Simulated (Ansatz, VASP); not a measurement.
**Two plane-wave programs on Ga3As2P**

```
Ga P As
1.0
     0.00034   -4.03379   -0.00094
     8.06653   -0.00073    0.00005
    -2.02032    2.01597    8.40264
Ga P As
6 2 4
Direct
  0.82955 0.41464 0.65877
  0.82933 0.91458 0.65861
  0.49990 0.24999 0.99999
  0.50013 0.75013 0.00004
  0.17047 0.08538 0.34138
  0.17055 0.58532 0.34132
  0.74993 0.12500 0.50001
  0.74996 0.62494 0.49997
  0.41487 0.45742 0.82951
  0.41477 0.95737 0.82944
  0.08519 0.29260 0.17047
  0.08535 0.79264 0.17050
```

Change from the starting cell: cell x2, atoms moved at random (sigma 0.1 Å) and cell strained at random (1.5 %), then relaxed without symmetry.

Alike in both runs: functional PBE; k mesh 4 × 2 × 4; occupations gaussian, width 0.1 eV; no spin polarisation.

Ansatz relaxed the structure, and its values are those at the end. VASP's run is a single point on that final structure, the one shown.

|  | VASP | Ansatz |
| --- | --- | --- |
| version | VASP 6.6.1 | Ansatz 0.2.0 |
| potentials or method | VASP PAW PBE potentials, release 64 (Ga_d, P, As), cutoff 520 eV | scalar-relativistic, plane waves, PAW |
| valence electrons in the cell | 108 | 148 |

```csv
,VASP,Ansatz,Ansatz less VASP
gap on the k mesh at the Fermi level (eV),0.53,0.53,-0.001
least direct gap on the mesh (eV),0.53,0.53,-0.001
pressure (GPa),0.0,-0.1,-0.12
rms of the force components (eV/Å),0.008,0.005,-0.0028
```

VASP's potentials hold 108 valence electrons a cell and Ansatz's 148, so a difference there can come from the potentials and not from the codes.
